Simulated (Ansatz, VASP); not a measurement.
# SrTiO3 in VASP and in Ansatz

```
Sr Ti O
1.0
     3.90500    0.00000    0.00000
     0.00000    3.90500    0.00000
     0.00000    0.00000    3.86595
Sr Ti O
1 1 3
Direct
  0.00000 0.00000 0.00000
  0.50000 0.50000 0.50000
  0.00000 0.50000 0.50000
  0.50000 0.00000 0.50000
  0.50000 0.50000 0.00000
```

Change from the starting cell: zz strain of -1 %, PAW files.

Alike in both runs: task electric field gradients; functional PBE; k mesh 7 × 7 × 7; occupations fermi-dirac, width 0.05 eV; no spin polarisation.

|  | VASP | Ansatz |
| --- | --- | --- |
| version | VASP 6.6.1 | Ansatz 0.2.0 |
| potentials or method | VASP PAW PBE potentials, release 64 (Sr_sv, Ti_sv, O) | PAW with Ansatz's default frozen-core files, scalar-relativistic |
| plane-wave cutoff (eV) | 520 | 420 |
| valence electrons in the cell | 40 | 40 |

```csv
,VASP,Ansatz,Ansatz less VASP
gap on the k mesh at the Fermi level (eV),1.93,1.96,+0.033
pressure (GPa),7.0,6.3,-0.67
"traceless stress, the component that is largest in VASP (GPa)",1.73,1.71,-0.027
size of Vzz on the site where it differs most (V/Å²),7.4,9.1,+1.65
```
